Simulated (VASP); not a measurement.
Crystal: SiC.

```
Si C
1.0
     0.00000    2.17805    2.17805
     2.17805    0.00000    2.17805
     2.17805    2.17805    0.00000
Si C
1 1
Direct
  0.00000 0.00000 0.00000
  0.25000 0.25000 0.25000
```

Base run:

* Program: VASP 6.6.1
* Functional: PBE
* Potentials or basis: VASP PAW PBE potentials, release 64 (Si, C)
* Cutoff: 520 eV
* k mesh: 10 × 10 × 10
* Occupations: fermi-dirac, width 0.02 eV
* Spin: no spin polarisation

Its results: band gap on the k mesh 1.36 eV, indirect (least direct gap 4.54 eV); pressure 3.5 GPa.

Problem. The run is repeated on the same cell with these changes: functional from PBE to r2SCAN; occupations from fermi-dirac, width 0.02 eV to gaussian, width 0.01 eV. What comes out?

Solution. Band gap on the k mesh 1.72 eV, indirect (least direct gap 5.06 eV); pressure -0.1 GPa.

Caveats: the PAW data sets were made with another functional, which shifts forces and pressure a little (some runs).

A k mesh can miss the band edges.
